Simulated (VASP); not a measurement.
Here is a VASP 6.6.1 calculation.

INCAR

```
ALGO     = Normal         # electronic algorithm
EDIFF    = 1E-7           # SCF threshold, eV
EDIFFG   = -0.01          # ionic threshold
ENCUT    = 600            # plane-wave cutoff, eV
GGA      = LIBXC          # functional
GGA_COMPAT= F            
IBRION   = 2              # ionic algorithm
ISIF     = 3              # what is computed and relaxed
ISMEAR   = 1              # smearing method
ISYM     = 0            
LASPH    = T              # aspherical terms in the spheres
LCHARG   = F              # write CHGCAR
LIBXC1   = LDA_X        
LIBXC2   = GGA_C_PBE    
LREAL    = F              # projectors in reciprocal space
LWAVE    = F              # write WAVECAR
NELM     = 120            # most SCF steps
NELMIN   = 4            
NSW      = 80             # ionic steps
PREC     = Accurate       # precision mode
PSTRESS  = 200.0        
SIGMA    = 0.1            # smearing width, eV
```

File KPOINTS:

```
Automatic mesh
0
Gamma
  7 7 4
  0.5 0.5 0.5
```

Contents of POSCAR:

```
AlN
1.0
    3.1130000000      0.0000000000      0.0000000000
   -1.5565000000      2.6959370820      0.0000000000
    0.0000000000      0.0000000000      4.9810000000
Al N
2 2
Direct
    0.3333330000      0.6666670000      0.0000000000
    0.6666670000      0.3333330000      0.5000000000
    0.3333330000      0.6666670000      0.3800000000
    0.6666670000      0.3333330000      0.8800000000
```

Potentials or basis: VASP PAW PBE potentials, release 64 (Al, N).

Command:

```bash
$ cat potpaw_PBE.64/Al/POTCAR potpaw_PBE.64/N/POTCAR > POTCAR
$ mpirun -np 1 vasp_std > vasp.out
```

**Question.** Estimate the band gap on the k mesh.

**Answer.** 4.98 eV (least direct gap 5.59 eV).

**Question.** Estimate the relaxed cell.

**Answer.** a = 3.006 Å, b = 3.006 Å, c = 4.726 Å, α = 90.00°, β = 90.00°, γ = 120.00°.

**Question.** Predict the relaxed volume.

**Answer.** 9.24 Å³/atom.

Final structure:
```
Al N
1.0
     3.00565    0.00000    0.00000
    -1.50283    2.60297    0.00000
     0.00000    0.00000    4.72580
Al N
2 2
Direct
  0.33333 0.66667 0.99632
  0.66667 0.33333 0.49632
  0.33333 0.66667 0.38368
  0.66667 0.33333 0.88368
```

Caveat: the cell is relaxed towards a set pressure, so the run minimises the enthalpy, not the energy; the PAW data sets were made with another functional, which shifts forces and pressure a little; a shifted mesh leaves out Γ, where band edges can lie. A k mesh can miss the band edges.
